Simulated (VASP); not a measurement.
A run of VASP 6.6.1 is set up as follows.

The input POSCAR:

```
NaCl
1.0
    4.7210552162      0.0000000000      0.0000000000
   -2.3605276081      4.0885537499      0.0000000000
    0.0000000000      0.0000000000      5.5697676198
Na Cl
2 2
Direct
    0.3333333333      0.6666666667      0.2500000000
    0.6666666667      0.3333333333      0.7500000000
    0.6666666667      0.3333333333      0.2500000000
    0.3333333333      0.6666666667      0.7500000000
```

Contents of INCAR.step1:

```
SYSTEM = NaCl
ALGO = Normal
EDIFF = 1E-4
ENCUT = 520
GGA = PE
ISMEAR = 0
LASPH = .TRUE.
LCHARG = .FALSE.
LREAL = .FALSE.
LWAVE = .TRUE.
NBANDS = 22
NELM = 100
PREC = Accurate
SIGMA = 0.01
```

INCAR.step2

```
SYSTEM = NaCl
ALGO = Normal
EDIFF = 1E-6
ENCUT = 520
ISIF = 2
ISMEAR = 0
ISTART = 1
LASPH = .TRUE.
LCHARG = .FALSE.
LMIXTAU = .TRUE.
LREAL = .FALSE.
LWAVE = .FALSE.
METAGGA = R2SCAN
NBANDS = 22
NELM = 100
PREC = Accurate
SIGMA = 0.01
```

KPOINTS

```
k-points
0
G
  6 6 6
  0 0 0
```

Potentials or basis: VASP PAW PBE potentials, release 64 (Na_pv, Cl).

Launch:

```bash
$ cat potpaw_PBE.64/Na_pv/POTCAR potpaw_PBE.64/Cl/POTCAR > POTCAR
$ cp INCAR.step1 INCAR
$ mpirun -np 1 vasp_std > vasp.out
$ cp INCAR.step2 INCAR
$ mpirun -np 1 vasp_std > vasp.out
```

**Question.** Estimate the pressure.

**Answer.** -0.2 GPa.

**Question.** Estimate the band gap on the k mesh.

**Answer.** 5.47 eV.

Caveat: the PAW data sets were made with another functional, which shifts forces and pressure a little. A k mesh can miss the band edges.
